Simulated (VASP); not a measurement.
# Mg3CdSe4 (P-4m2) in VASP: relaxation of cell and atoms with PBE

Aim: the relaxation of cell and atoms of Mg3CdSe4 with PBE.

Everything below comes from runs of VASP 6.6.1. Logs are shortened: lines on timing, memory, paths and dates and some standing lists are left out, and cuts for length are marked.

**1. The cell of the first run**

It takes space group P-4m2 (No. 115, tetragonal). The conventional cell has a = 4.318 Å, b = 4.318 Å, c = 11.858 Å, α = 90.00°, β = 90.00°, γ = 90.00°. Within 3.4 Å of Mg (site symmetry 2mm) lie 4 Se at 2.60 Å. Within 3.4 Å of Mg (site symmetry -4m2) lie 4 Se at 2.60 Å. Cd (site symmetry -4m2) has 4 Se at 2.67 Å within 3.5 Å. Within 3.4 Å of Se (site symmetry 2mm) lie 4 Mg at 2.60 Å. Se (site symmetry 2mm) has 2 Mg at 2.60 Å and 2 Cd at 2.67 Å within 3.4 Å.

The cell was generated, and may not be a known phase.

**2. Relaxation of cell and atoms, PBE**

INCAR

```
ALGO     = Normal         # electronic algorithm
EDIFF    = 1E-6           # SCF threshold, eV
EDIFFG   = -0.01          # ionic threshold
ENCUT    = 600            # plane-wave cutoff, eV
GGA      = PE             # functional
IBRION   = 2              # ionic algorithm
ISIF     = 3              # what is computed and relaxed
ISMEAR   = 0              # smearing method
LASPH    = T              # aspherical terms in the spheres
LCHARG   = F              # write CHGCAR
LREAL    = F              # projectors in reciprocal space
LWAVE    = F              # write WAVECAR
NELM     = 80             # most SCF steps
NSW      = 100            # ionic steps
PREC     = Accurate       # precision mode
SIGMA    = 0.02           # smearing width, eV
```

KPOINTS

```
k-points
0
Gamma
  6 6 4
```

POSCAR

```
Mg3CdSe4
1.0
    4.3181550812      0.0000000000      0.0000000000
    0.0000000000      4.3181550812      0.0000000000
    0.0000000000      0.0000000000     11.8575890946
Mg Cd Se
3 1 4
Direct
    0.0000000000      0.0000000000      0.7448540549
    0.5000000000      0.5000000000      0.5000000000
    0.0000000000      0.0000000000      0.2551459451
    0.5000000000      0.5000000000      0.0000000000
    0.0000000000      0.5000000000      0.3779082944
    0.5000000000      0.0000000000      0.1329823590
    0.0000000000      0.5000000000      0.8670176410
    0.5000000000      0.0000000000      0.6220917056
```

Potentials or basis: VASP PAW PBE potentials, release 64 (Mg, Cd, Se).

On the command line:

```bash
cat potpaw_PBE.64/Mg/POTCAR potpaw_PBE.64/Cd/POTCAR potpaw_PBE.64/Se/POTCAR > POTCAR
mpirun -np 1 vasp_std > vasp.out
```

OUTCAR:

```text
EDIFF = 1E-6
   EDIFFG = -0.01
   ENCUT = 600
   GGA = PE
   IBRION = 2
   ISIF = 3
   ISMEAR = 0
   LASPH = T
   LREAL = F
   NELM = 80
   NSW = 100
   PREC = Accurate

 ion  position               nearest neighbor table
   1  0.000  0.000  0.745-   7 2.60   7 2.60   8 2.60   8 2.60
   2  0.500  0.500  0.500-   5 2.60   8 2.60   8 2.60   5 2.60
   3  0.000  0.000  0.255-   6 2.60   6 2.60   5 2.60   5 2.60
   4  0.500  0.500  0.000-   6 2.67   7 2.67   6 2.67   7 2.67
   5  0.000  0.500  0.378-   2 2.60   2 2.60   3 2.60   3 2.60
   6  0.500  0.000  0.133-   3 2.60   3 2.60   4 2.67   4 2.67
   7  0.000  0.500  0.867-   1 2.60   1 2.60   4 2.67   4 2.67
   8  0.500  0.000  0.622-   2 2.60   2 2.60   1 2.60   1 2.60

  LATTYP: Found a simple tetragonal cell.
 ALAT       =     4.3181550812
 C/A-ratio  =     2.7459850032

  Lattice vectors:

 A1 = (   4.3181550812,   0.0000000000,   0.0000000000)
 A2 = (   0.0000000000,   4.3181550812,   0.0000000000)
 A3 = (   0.0000000000,   0.0000000000,  11.8575890946)

Analysis of symmetry for initial positions (statically):
=====================================================================
 Subroutine PRICEL returns:
 Original cell was already a primitive cell.

 Routine SETGRP: Setting up the symmetry group for a
 simple tetragonal supercell.

 Subroutine GETGRP returns: Found  8 space group operations
 (whereof  8 operations were pure point group operations)
 out of a pool of 16 trial point group operations.

The static configuration has the point symmetry D_2d.

Analysis of symmetry for dynamics (positions and initial velocities):
=====================================================================
 Subroutine PRICEL returns:
 Original cell was already a primitive cell.

 Routine SETGRP: Setting up the symmetry group for a
 simple tetragonal supercell.

 Subroutine GETGRP returns: Found  8 space group operations
 (whereof  8 operations were pure point group operations)
 out of a pool of 16 trial point group operations.

The dynamic configuration has the point symmetry D_2d.

 Subroutine INISYM returns: Found  8 space group operations
 (whereof  8 operations are pure point group operations),
 and found     1 'primitive' translations

----------------------------------------------------------------------------------------

                                     Primitive cell

  volume of cell :     221.1021

  direct lattice vectors                    reciprocal lattice vectors
     4.318155081  0.000000000  0.000000000     0.231580381  0.000000000  0.000000000
     0.000000000  4.318155081  0.000000000     0.000000000  0.231580381  0.000000000
     0.000000000  0.000000000 11.857589095     0.000000000  0.000000000  0.084334176

  length of vectors
     4.318155081  4.318155081 11.857589095     0.231580381  0.231580381  0.084334176

  position of ions in fractional coordinates (direct lattice)
     0.000000000  0.000000000  0.744854055
     0.500000000  0.500000000  0.500000000
     0.000000000  0.000000000  0.255145945
     0.500000000  0.500000000  0.000000000
     0.000000000  0.500000000  0.377908294
     0.500000000  0.000000000  0.132982359
     0.000000000  0.500000000  0.867017641
     0.500000000  0.000000000  0.622091706

  ion indices of the primitive-cell ions
   primitive index   ion index
                 1           1
                 2           2
                 3           3
                 4           4
                 5           5
                 6           6
                 7           7
                 8           8

----------------------------------------------------------------------------------------

 KPOINTS: k-points

Automatic generation of k-mesh.
 Grid dimensions read from file:
 generate k-points for:    6    6    4

 Generating k-lattice:

  Cartesian coordinates                     Fractional coordinates (reciprocal lattice)
     0.038596730  0.000000000  0.000000000     0.166666667  0.000000000  0.000000000
     0.000000000  0.038596730  0.000000000     0.000000000  0.166666667  0.000000000
     0.000000000  0.000000000  0.021083544     0.000000000  0.000000000  0.250000000

  Length of vectors
     0.038596730  0.038596730  0.021083544

  Shift w.r.t. Gamma in fractional coordinates (k-lattice)
     0.000000000  0.000000000  0.000000000

 Subroutine IBZKPT returns following result:
 ===========================================

 Found     30 irreducible k-points:

 Following reciprocal coordinates:
            Coordinates               Weight
  0.000000  0.000000  0.000000      1.000000
  0.166667  0.000000  0.000000      4.000000
  0.333333  0.000000  0.000000      4.000000
  0.500000  0.000000  0.000000      2.000000
  0.166667  0.166667  0.000000      4.000000
  0.333333  0.166667  0.000000      8.000000
[... 16 lines left out ...]
  0.333333  0.000000  0.500000      4.000000
  0.500000  0.000000  0.500000      2.000000
 [... further k-points ...]
   k-points           NKPTS =     30   k-points in BZ     NKDIM =     30   number of bands    NBANDS=     26
   number of dos      NEDOS =    301   number of ions     NIONS =      8
   total plane-waves  NPLWV = 124416
   dimension x,y,z NGX =    36 NGY =   36 NGZ =   96
   dimension x,y,z NGXF=    72 NGYF=   72 NGZF=  192
   ions per type =               3   1   4
   NGX,Y,Z   is equivalent  to a cutoff of  13.86, 13.86, 13.46 a.u.
   NGXF,Y,Z  is equivalent  to a cutoff of  27.72, 27.72, 26.92 a.u.
 SYSTEM =  unknown system
   PREC   = accura    normal or accurate (medium, high low for compatibility)
   ISTART =      0    job   : 0-new  1-cont  2-samecut
   ICHARG =      2    charge: 1-file 2-atom 10-const
   ISPIN  =      1    spin polarized calculation?
   LNONCOLLINEAR =      F non collinear calculations
   LSORBIT =      F    spin-orbit coupling
   LASPH  =      T    aspherical Exc in radial PAW
   ENCUT  =  600.0 eV  44.10 Ry    6.64 a.u.   8.62  8.62 23.68*2*pi/ulx,y,z
   NELM   =     80;   NELMIN=  2; NELMDL= -5     # of ELM steps
   EDIFF  = 0.1E-05   stopping-criterion for ELM
   LREAL  =      F    real-space projection
   EDIFFG = -.1E-01   stopping-criterion for IOM
   NSW    =    100    number of steps for IOM
   IBRION =      2    ionic relax: 0-MD 1-quasi-New 2-CG
   NFREE  =      1    steps in history (QN), initial steepest desc. (CG)
   ISIF   =      3    stress and relaxation
   ISYM   =      2    0-nonsym 1-usesym 2-fastsym
   POTIM  = 0.5000    time-step for ionic-motion
   TEBEG  =    0.0;   TEEND  =   0.0 temperature during run
   PSTRESS=    0.0 pullay stress
   NELECT =      42.0000    total number of electrons
   NUPDOWN=      -1.0000    fix difference up-down
   EMIN   =  10.00;   EMAX   =-10.00  energy-range for DOS
   EFERMI =   0.00;   METHOD = LEGACY
   ISMEAR =     0;   SIGMA  =   0.02  broadening in eV -4-tet -1-fermi 0-gaus
   EFERMI_NEDOS =   21; number of points for ismear=-14 and -15
   IALGO  =     38    algorithm
   IMIX   =      4    mixing-type and parameters
     AMIX     =   0.40;   BMIX     =  1.00
     AMIX_MAG =   1.60;   BMIX_MAG =  1.00
  volume/ion in A,a.u.               =      27.64       186.51
  Fermi-wavevector in a.u.,A,eV,Ry     =   0.941081  1.778385 12.049773  0.885633
  Thomas-Fermi vector in A             =   2.068556
   LORBIT       =      0    0 simple, 1 ext, 2 COOP (PROOUT), +10 PAW based schemes
   GGA     = PE    functional components
   LHFCALC =     F    Hartree Fock is set to
   AEXX    =    0.0000 exact exchange contribution
   IVDW    =     0    specifies the selected vdW correction
   LEPSILON=     F    determine dielectric tensor
   LRPA    =     F    only Hartree local field effects (RPA)
 conjugate gradient relaxation of ions
 non-spin polarized calculation
 Gauss-broadening in eV      SIGMA  =   0.02
  energy-cutoff  :      600.00
  volume of cell :      221.10
 maximum number of plane-waves:      7407
 NGX is ok and might be reduce to    36
   NGX = 17   NGY = 17   NGZ = 47

--------------------------------------- Ionic step        1  -------------------------------------------

 number of electron      41.9999996 magnetization

 Free energy of the ion-electron system (eV)
  ---------------------------------------------------
  ext. energy  EPLUGINS =         0.00000000
  ---------------------------------------------------
  free energy    TOTEN  =       -28.03450718 eV

  energy without entropy =      -28.03450718  energy(sigma->0) =      -28.03450718

------------------------ aborting loop because EDIFF is reached ----------------------------------------

  FORCE on cell =-STRESS in cart. coord.  units (eV):
  Direction    XX          YY          ZZ          XY          YZ          ZX
  --------------------------------------------------------------------------------------
  -------------------------------------------------------------------------------------
  Total       -0.2594116     -0.2594116      0.3139599      0.0000000      0.0000000      0.0000000
  in kB       -1.8797802     -1.8797802      2.2750549      0.0000000      0.0000000      0.0000000
  external PRESSURE =      -0.4948352 kB  Pullay stress =       0.0000000 kB
[... 321 lines left out ...]
  energy  without entropy=      -28.0397403291  energy(sigma->0) =      -28.03974033

--------------------------------------- Ionic step        9  -------------------------------------------

 number of electron      41.9999998 magnetization

 Free energy of the ion-electron system (eV)
  ---------------------------------------------------
  ext. energy  EPLUGINS =         0.00000000
  ---------------------------------------------------
  free energy    TOTEN  =       -28.03979851 eV

  energy without entropy =      -28.03979851  energy(sigma->0) =      -28.03979851

 E-fermi :   0.6876     XC(G=0):  -8.2424

 val. band max:        0.6032306970   @ k =   0.0000   0.0000   0.0000
 cond. band min:       2.4642274424   @ k =   0.0000   0.0000   0.0000
 fundamental gap:      1.8609967454
 Fermi energy:         0.6876013257

 k-point     1 :       0.0000    0.0000    0.0000
  band No.  band energies     occupation
      1     -11.2035      2.00000
      2     -10.9530      2.00000
      3     -10.8596      2.00000
      4     -10.5314      2.00000
      5      -6.6713      2.00000
      6      -6.6713      2.00000
[... 685 lines left out ...]
     25       5.0646      0.00000
     26       6.5555      0.00000

 [... further k-points ...]

------------------------ aborting loop because EDIFF is reached ----------------------------------------

  FORCE on cell =-STRESS in cart. coord.  units (eV):
  Direction    XX          YY          ZZ          XY          YZ          ZX
  --------------------------------------------------------------------------------------
  -------------------------------------------------------------------------------------
  Total        0.0020457      0.0020457      0.0015054      0.0000000      0.0000000      0.0000000
  in kB        0.0148367      0.0148367      0.0109182      0.0000000      0.0000000      0.0000000
  external PRESSURE =       0.0135305 kB  Pullay stress =       0.0000000 kB
[... 23 lines left out ...]
  FREE ENERGIE OF THE ION-ELECTRON SYSTEM (eV)
  ---------------------------------------------------
  free  energy   TOTEN  =       -28.0397985101 eV

  energy  without entropy=      -28.0397985101  energy(sigma->0) =      -28.03979851

 reached required accuracy - stopping structural energy minimisation
```

Run time: 8.8 min. Hardware: 1 thread of AMD EPYC 9R45 (Zen 5), shared host; peak memory 0.48 GiB.

Results:

* Free energy: -28.0398 eV
* Relaxed volume: 27.61 Å³/atom
* Relaxed cell: a = 4.283 Å, b = 4.283 Å, c = 12.044 Å, α = 90.00°, β = 90.00°, γ = 90.00°
* Space group after relaxing (to 0.1 Å): P-4m2 (No. 115)
* Energy gained by relaxing: 0.7 meV/atom
* Ionic steps: 9
* Pressure after relaxing: 0.0 GPa
* Largest force after relaxing: 0.007 eV/Å
* Band gap on the k mesh: 1.86 eV

Forces in eV/Å, atoms in the order of the input:
```
Mg   0.000  0.000  0.007
Mg   0.000  0.000  0.000
Mg   0.000  0.000 -0.007
Cd   0.000  0.000  0.000
Se   0.000  0.000  0.001
Se   0.000  0.000 -0.001
Se   0.000  0.000  0.001
Se   0.000  0.000 -0.001
```

Step by step:
```
step  energy change (eV)  largest force (eV/Å)  pressure (GPa)  volume (Å³)
   1              0.0000                0.0692           -0.05       221.10
   2             -0.0017                0.0391            0.01       220.83
   3             -0.0036                0.0427            0.16       220.10
   4             -0.0047                0.0492           -0.03       221.01
   5             -0.0047                0.0502           -0.06       221.18
   6             -0.0051                0.0218           -0.02       221.01
   7             -0.0052                0.0168            0.00       220.91
   8             -0.0052                0.0190            0.00       220.89
   9             -0.0053                0.0072            0.00       220.91
```

Final structure:
```yaml
crystal:
  lattice:
    - [4.28268, 0.00000, 0.00000]
    - [0.00000, 4.28268, 0.00000]
    - [0.00000, 0.00000, 12.04436]
  atoms:
    - { symbol: Mg, position: [0.00000, 0.00000, 0.74496] }
    - { symbol: Mg, position: [0.50000, 0.50000, 0.50000] }
    - { symbol: Mg, position: [0.00000, 0.00000, 0.25504] }
    - { symbol: Cd, position: [0.50000, 0.50000, 0.00000] }
    - { symbol: Se, position: [0.00000, 0.50000, 0.37751] }
    - { symbol: Se, position: [0.50000, 0.00000, 0.13351] }
    - { symbol: Se, position: [0.00000, 0.50000, 0.86649] }
    - { symbol: Se, position: [0.50000, 0.00000, 0.62249] }
```

A k mesh can miss the band edges.
